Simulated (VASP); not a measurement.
**Al: single point with r2SCAN**

Al:

```xyz
1
Lattice="0.0000 1.9977 1.9977 1.9977 0.0000 1.9977 1.9977 1.9977 0.0000" Properties=species:S:1:pos:R:3 pbc="T T T"
Al    0.0000    0.0000    0.0000
```

| Quantity | Value |
| --- | --- |
| Program | VASP 6.6.1 |
| Task | single point |
| Functional | r2SCAN |
| Potentials or basis | VASP PAW PBE potentials, release 64 (Al) |
| Cutoff | 520 eV |
| k mesh | 9 × 9 × 9 |
| Occupations | gaussian, width 0.05 eV |
| Spin | no spin polarisation |
| Dipole correction | no |
| Further INCAR settings | ALGO = Normal; EDIFF = 1e-07; NBANDS = 8 |

* Pressure: -0.3 GPa
* Band gap on the k mesh: zero (an odd number of electrons rules out a gap without spin polarisation)

Levels at points of the mesh, in eV from the Fermi level:
```csv
k point,band 1,band 2,band 3,band 4
"(0.00, 0.00, 0.00)",-12.07,13.53,13.53,13.53
```

Run time: 22 s on 1 thread of Intel Xeon 8259CL, on a shared host, peak memory 0.13 GiB.

Caveat: the PAW data sets were made with another functional, which shifts forces and pressure a little.
